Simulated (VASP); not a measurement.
# Al8N7 (a cell with a defect) in VASP: single point with PBE

Aim: the single point of Al8N7 (a cell with a defect) with PBE.

Everything below comes from runs of VASP 6.6.1. Logs are shortened: lines on timing, memory, paths and dates and some standing lists are left out, and cuts for length are marked.

## Step 1: The cell of the first run

The cell holds a defect, 15 atoms: a = 5.757 Å, b = 5.757 Å, c = 5.757 Å, α = 60.00°, β = 60.00°, γ = 60.00°.

## Step 2: Single point, PBE

File INCAR:

```
SYSTEM = Al8N7
PREC     = Accurate       ! precision mode
ENCUT    = 520            ! plane-wave cutoff, eV
EDIFF    = 1E-7           ! SCF threshold, eV
ISMEAR   = 0              ! smearing method
SIGMA    = 0.05           ! smearing width, eV
LREAL    = Auto         
LASPH    = .TRUE.         ! aspherical terms in the spheres
NELM     = 80             ! most SCF steps
ALGO     = Normal         ! electronic algorithm
ISIF     = 2              ! what is computed and relaxed
LWAVE    = .FALSE.        ! write WAVECAR
LCHARG   = .FALSE.        ! write CHGCAR
GGA      = PE             ! functional
NBANDS   = 42             ! bands
NELECT   = 56.0
```

File KPOINTS:

```
Automatic mesh
0
G
  4 4 4
  0 0 0
```

File POSCAR:

```
Al8N7
1.0
    0.0000000000      4.0705261175     -4.0705261175
    4.0705261175      4.0705261175      0.0000000000
    4.0705261175      0.0000000000     -4.0705261175
Al N
8 7
Direct
    0.2500000000      0.7500000000      0.2500000000
    0.2500000000      0.2500000000      0.2500000000
    0.7500000000      0.7500000000      0.2500000000
    0.7500000000      0.2500000000      0.2500000000
    0.2500000000      0.7500000000      0.7500000000
    0.2500000000      0.2500000000      0.7500000000
    0.7500000000      0.7500000000      0.7500000000
    0.7500000000      0.2500000000      0.7500000000
    0.5153542806     -0.0153542806      0.0153542806
    1.0000000000      0.5000000000      0.0000000000
    1.0000000000      0.0000000000      0.0000000000
    0.5000000000      0.5000000000      0.5000000000
    0.5000000000      0.0000000000      0.5000000000
    1.0000000000      0.5000000000      0.5000000000
    1.0000000000      0.0000000000      0.5000000000
```

Potentials or basis: VASP PAW PBE potentials, release 64 (Al, N).

Run with:

```
$ cat potpaw_PBE.64/Al/POTCAR potpaw_PBE.64/N/POTCAR > POTCAR
$ mpirun -np 1 vasp_std > vasp.out
```

OUTCAR:

```text
SYSTEM = Al8N7
   PREC = Accurate
   ENCUT = 520
   EDIFF = 1E-7
   ISMEAR = 0
   LREAL = Auto
   LASPH = .TRUE.
   NELM = 80
   ISIF = 2
   GGA = PE
   NELECT = 56.0

 ion  position               nearest neighbor table
   1  0.250  0.750  0.250-  11 2.04  12 2.04  14 2.04  15 2.04   9 2.04   5 2.88   2 2.88   3 2.88
                             5 2.88   6 2.88   7 2.88   2 2.88   4 2.88   6 2.88   3 2.88   4 2.88
   2  0.250  0.250  0.250-  10 2.04  13 2.04  14 2.04  15 2.04   9 2.04   6 2.88   1 2.88   4 2.88
                             5 2.88   6 2.88   8 2.88   1 2.88   3 2.88   5 2.88   3 2.88   4 2.88
   3  0.750  0.750  0.250-   9 1.91  10 2.04  11 2.04  12 2.04  13 2.04  14 2.04   1 2.88   4 2.88
                             7 2.88   5 2.88   7 2.88   8 2.88   2 2.88   4 2.88   8 2.88   1 2.88
   4  0.750  0.250  0.250-  10 2.04  11 2.04  12 2.04  13 2.04  15 2.04   8 2.88   2 2.88   3 2.88
                             6 2.88   7 2.88   8 2.88   1 2.88   3 2.88   7 2.88   1 2.88   2 2.88
   5  0.250  0.750  0.750-  10 2.04  11 2.04  12 2.04  13 2.04  15 2.04   7 2.88   1 2.88   6 2.88
                             1 2.88   2 2.88   3 2.88   2 2.88   6 2.88   8 2.88   3 2.88   7 2.88
   6  0.250  0.250  0.750-  10 2.04  11 2.04  12 2.04  13 2.04  14 2.04   9 2.16   2 2.88   5 2.88
                             8 2.88   1 2.88   2 2.88   4 2.88   1 2.88   5 2.88   7 2.88   4 2.88
   7  0.750  0.750  0.750-  10 2.04  13 2.04  14 2.04  15 2.04   9 2.04   8 2.88   3 2.88   5 2.88
                             1 2.88   3 2.88   4 2.88   4 2.88   6 2.88   8 2.88   1 2.88   5 2.88
   8  0.750  0.250  0.750-  11 2.04  12 2.04  14 2.04  15 2.04   9 2.04   7 2.88   4 2.88   6 2.88
                             2 2.88   3 2.88   4 2.88   3 2.88   5 2.88   7 2.88   2 2.88   5 2.88
   9  0.515  0.985  0.015-   3 1.91   2 2.04   1 2.04   7 2.04   8 2.04   6 2.16
  10  0.000  0.500  0.000-   2 2.04   3 2.04   4 2.04   5 2.04   6 2.04   7 2.04
  11  0.000  0.000  0.000-   1 2.04   3 2.04   4 2.04   5 2.04   6 2.04   8 2.04
  12  0.500  0.500  0.500-   1 2.04   3 2.04   4 2.04   5 2.04   6 2.04   8 2.04
  13  0.500  0.000  0.500-   2 2.04   3 2.04   4 2.04   5 2.04   6 2.04   7 2.04
  14  0.000  0.500  0.500-   1 2.04   2 2.04   3 2.04   6 2.04   7 2.04   8 2.04
  15  0.000  0.000  0.500-   1 2.04   2 2.04   4 2.04   5 2.04   7 2.04   8 2.04

  LATTYP: Found a face centered cubic cell.
 ALAT       =     8.1410522350

  Lattice vectors:

 A1 = (   0.0000000000,   4.0705261175,  -4.0705261175)
 A2 = (   4.0705261175,   4.0705261175,   0.0000000000)
 A3 = (   4.0705261175,   0.0000000000,  -4.0705261175)

Analysis of symmetry for initial positions (statically):
=====================================================================
 Subroutine PRICEL returns:
 Original cell was already a primitive cell.

 Routine SETGRP: Setting up the symmetry group for a
 face centered cubic supercell.

 Subroutine GETGRP returns: Found  4 space group operations
 (whereof  1 operations were pure point group operations)
 out of a pool of 48 trial point group operations.

The static configuration has the point symmetry C_1 .
 The point group associated with its full space group is C_2v.

Analysis of symmetry for dynamics (positions and initial velocities):
=====================================================================
 Subroutine PRICEL returns:
 Original cell was already a primitive cell.

 Routine SETGRP: Setting up the symmetry group for a
 face centered cubic supercell.

 Subroutine GETGRP returns: Found  4 space group operations
 (whereof  1 operations were pure point group operations)
 out of a pool of 48 trial point group operations.

The dynamic configuration has the point symmetry C_1 .
 The point group associated with its full space group is C_2v.

 Subroutine INISYM returns: Found  4 space group operations
 (whereof  1 operations are pure point group operations),
 and found     1 'primitive' translations

----------------------------------------------------------------------------------------

                                     Primitive cell

  volume of cell :     134.8906

  direct lattice vectors                    reciprocal lattice vectors
     0.000000000  4.070526118 -4.070526118    -0.122834244  0.122834244 -0.122834244
     4.070526118  4.070526118  0.000000000     0.122834244  0.122834244  0.122834244
     4.070526118  0.000000000 -4.070526118     0.122834244 -0.122834244 -0.122834244

[... 57 lines left out ...]
     0.000000000  0.000000000  0.000000000

 Subroutine IBZKPT returns following result:
 ===========================================

 Found     18 irreducible k-points:

 Following reciprocal coordinates:
            Coordinates               Weight
  0.000000  0.000000  0.000000      1.000000
  0.250000  0.000000  0.000000      4.000000
  0.000000  0.250000  0.000000      4.000000
  0.500000  0.000000  0.000000      2.000000
  0.000000  0.500000  0.000000      2.000000
  0.250000  0.250000  0.000000      4.000000
[... 10 lines left out ...]
 -0.250000  0.500000  0.250000      2.000000
  0.250000 -0.250000  0.500000      4.000000
   k-points           NKPTS =     18   k-points in BZ     NKDIM =     18   number of bands    NBANDS=     42
   number of dos      NEDOS =    301   number of ions     NIONS =     15
   total plane-waves  NPLWV = 110592
   dimension x,y,z NGX =    48 NGY =   48 NGZ =   48
   dimension x,y,z NGXF=    96 NGYF=   96 NGZF=   96
   ions per type =               8   7
   NGX,Y,Z   is equivalent  to a cutoff of  13.86, 13.86, 13.86 a.u.
   NGXF,Y,Z  is equivalent  to a cutoff of  27.72, 27.72, 27.72 a.u.
 SYSTEM =  Al8N7
   PREC   = accura    normal or accurate (medium, high low for compatibility)
   ISTART =      0    job   : 0-new  1-cont  2-samecut
   ICHARG =      2    charge: 1-file 2-atom 10-const
   ISPIN  =      1    spin polarized calculation?
   LNONCOLLINEAR =      F non collinear calculations
   LSORBIT =      F    spin-orbit coupling
   LASPH  =      T    aspherical Exc in radial PAW
   ENCUT  =  520.0 eV  38.22 Ry    6.18 a.u.  10.70 10.70 10.70*2*pi/ulx,y,z
   NELM   =     80;   NELMIN=  2; NELMDL= -5     # of ELM steps
   EDIFF  = 0.1E-06   stopping-criterion for ELM
   LREAL  =      T    real-space projection
   EDIFFG = 0.1E-05   stopping-criterion for IOM
   NSW    =      0    number of steps for IOM
   IBRION =     -1    ionic relax: 0-MD 1-quasi-New 2-CG
   NFREE  =      0    steps in history (QN), initial steepest desc. (CG)
   ISIF   =      2    stress and relaxation
   ISYM   =      2    0-nonsym 1-usesym 2-fastsym
   POTIM  = 0.5000    time-step for ionic-motion
   TEBEG  =    0.0;   TEEND  =   0.0 temperature during run
   PSTRESS=    0.0 pullay stress
   NELECT =      56.0000    total number of electrons
   NUPDOWN=      -1.0000    fix difference up-down
   EMIN   =  10.00;   EMAX   =-10.00  energy-range for DOS
   EFERMI =   0.00;   METHOD = LEGACY
   ISMEAR =     0;   SIGMA  =   0.05  broadening in eV -4-tet -1-fermi 0-gaus
   EFERMI_NEDOS =   21; number of points for ismear=-14 and -15
   IALGO  =     38    algorithm
   IMIX   =      4    mixing-type and parameters
     AMIX     =   0.40;   BMIX     =  1.00
     AMIX_MAG =   1.60;   BMIX_MAG =  1.00
  volume/ion in A,a.u.               =       8.99        60.69
  Fermi-wavevector in a.u.,A,eV,Ry     =   1.221266  2.307858 20.292965  1.491491
  Thomas-Fermi vector in A             =   2.356454
   LORBIT       =      0    0 simple, 1 ext, 2 COOP (PROOUT), +10 PAW based schemes
   GGA     = PE    functional components
   LHFCALC =     F    Hartree Fock is set to
   AEXX    =    0.0000 exact exchange contribution
   IVDW    =     0    specifies the selected vdW correction
   LEPSILON=     F    determine dielectric tensor
   LRPA    =     F    only Hartree local field effects (RPA)
 non-spin polarized calculation
 Gauss-broadening in eV      SIGMA  =   0.05
  energy-cutoff  :      520.00
  volume of cell :      134.89
 maximum number of plane-waves:      3695
 NGX is ok and might be reduce to    48
   NGX = 21   NGY = 21   NGZ = 21

 number of electron      55.9999997 magnetization

 Free energy of the ion-electron system (eV)
  ---------------------------------------------------
  ext. energy  EPLUGINS =         0.00000000
  ---------------------------------------------------
  free energy    TOTEN  =      -132.71223254 eV

  energy without entropy =     -132.70331048  energy(sigma->0) =     -132.70777151

 E-fermi :   8.7469     XC(G=0): -11.6818

 val. band max:        8.7364870469   @ k =   0.0000   0.5000   0.0000
 cond. band min:       8.7469237556   @ k =   0.5000   0.0000   0.0000
 fundamental gap:      0.0104367087
 Fermi energy:         8.7468767478

 k-point     1 :       0.0000    0.0000    0.0000
  band No.  band energies     occupation
      1      -7.6689      2.00000
      2      -4.8948      2.00000
      3      -4.8894      2.00000
      4      -4.8894      2.00000
      5      -4.2336      2.00000
      6      -3.9855      2.00000
[... 763 lines left out ...]
     39      18.2593      0.00000
     40      18.3418      0.00000
 [bands above 40 left out]

------------------------ aborting loop because EDIFF is reached ----------------------------------------

  FORCE on cell =-STRESS in cart. coord.  units (eV):
  Direction    XX          YY          ZZ          XY          YZ          ZX
  --------------------------------------------------------------------------------------
  -------------------------------------------------------------------------------------
  Total      -36.2723882    -36.2723882    -35.4516490      0.0726302      0.0000000      0.0000000
  in kB     -430.8291709   -430.8291709   -421.0807525      0.8626728      0.0000000      0.0000000
  external PRESSURE =    -427.5796981 kB  Pullay stress =       0.0000000 kB

 VOLUME and BASIS-vectors are now :
 -----------------------------------------------------------------------------
  energy-cutoff  :      520.00
  volume of cell :      134.89
      direct lattice vectors                 reciprocal lattice vectors
     0.000000000  4.070526118 -4.070526118    -0.122834244  0.122834244 -0.122834244
     4.070526118  4.070526118  0.000000000     0.122834244  0.122834244  0.122834244
     4.070526118  0.000000000 -4.070526118     0.122834244 -0.122834244 -0.122834244

 POSITION                                       TOTAL-FORCE (eV/Angst)
 -----------------------------------------------------------------------------------
      4.07053      4.07053     -2.03526         2.542102     -0.003518     -0.070043
      2.03526      2.03526     -2.03526         0.003518     -2.542102     -0.070043
      4.07053      6.10579     -4.07053        -0.000000     -0.000000     -0.621975
      2.03526      4.07053     -4.07053        -0.000000     -0.000000     -2.550826
      6.10579      4.07053     -4.07053        -0.000000     -0.000000      2.546015
      4.07053      2.03526     -4.07053        -0.000000     -0.000000     -0.071408
      6.10579      6.10579     -6.10579        -0.003518      2.542102     -0.070043
      4.07053      4.07053     -6.10579        -2.542102      0.003518     -0.070043
      4.07053      6.10579     -2.16026        -0.000000     -0.000000      1.968059
      2.03526      2.03526      0.00000        -0.317706      0.005525     -0.255474
      0.00000      0.00000      0.00000        -0.005525      0.317706     -0.255474
      4.07053      4.07053     -4.07053         0.005525     -0.317706     -0.255474
      2.03526      2.03526     -4.07053         0.317706     -0.005525     -0.255474
      4.07053      2.03526     -2.03526        -0.000000     -0.000000      0.002615
      2.03526      0.00000     -2.03526        -0.000000     -0.000000      0.029590
 -----------------------------------------------------------------------------------
    total drift:                               -0.000000     -0.000000      0.000075

  FREE ENERGIE OF THE ION-ELECTRON SYSTEM (eV)
  ---------------------------------------------------
  free  energy   TOTEN  =      -132.7122325416 eV

  energy  without entropy=     -132.7033104844  energy(sigma->0) =     -132.70777151
```

Run time: 2.7 min. Hardware: 1 thread of Intel Xeon 6975P-C (Granite Rapids), shared host; peak memory 0.32 GiB.

What came out:

```
Free energy   : -132.7122 eV
Largest force : 2.551 eV/Å
```

Forces on the atoms (eV/Å):
```
Al   2.542 -0.004 -0.070
Al   0.004 -2.542 -0.070
Al   0.000  0.000 -0.622
Al   0.000  0.000 -2.551
Al   0.000  0.000  2.546
Al   0.000  0.000 -0.071
Al  -0.004  2.542 -0.070
Al  -2.542  0.004 -0.070
N    0.000  0.000  1.968
N   -0.318  0.006 -0.255
N   -0.006  0.318 -0.255
N    0.006 -0.318 -0.255
N    0.318 -0.006 -0.255
N    0.000  0.000  0.003
N    0.000  0.000  0.030
```

Levels at points of the mesh, in eV from the Fermi level:
| k point | band 25 | band 26 | band 27 | band 28 | band 29 | band 30 | band 31 | band 32 |
| --- | --- | --- | --- | --- | --- | --- | --- | --- |
| (0.00, 0.00, 0.00) | -0.46 | -0.45 | 0.26 | 0.27 | 0.28 | 5.33 | 5.34 | 5.65 |
| (0.50, 0.00, 0.00) | -0.68 | -0.64 | -0.18 | 0.00 | 0.00 | 2.36 | 5.45 | 5.51 |
| (0.00, 0.50, 0.00) | -0.65 | -0.65 | -0.22 | -0.01 | 0.01 | 2.37 | 5.51 | 5.52 |
| (0.50, 0.50, 0.00) | -0.70 | -0.69 | -0.61 | -0.50 | 0.56 | 2.19 | 4.77 | 4.77 |
| (0.50, 0.00, 0.50) | -0.69 | -0.67 | -0.62 | -0.49 | 0.56 | 2.18 | 4.74 | 4.76 |

Caveat: the cell carries a net charge on a neutralising background, which shifts energy and pressure; the cell differs from its parent crystal (atoms taken out, atom 9 moved 0.000 of the way to it and -0.125 Å across, host rigid); the cell is charged against a uniform background, so pressure and absolute levels hang on convention.
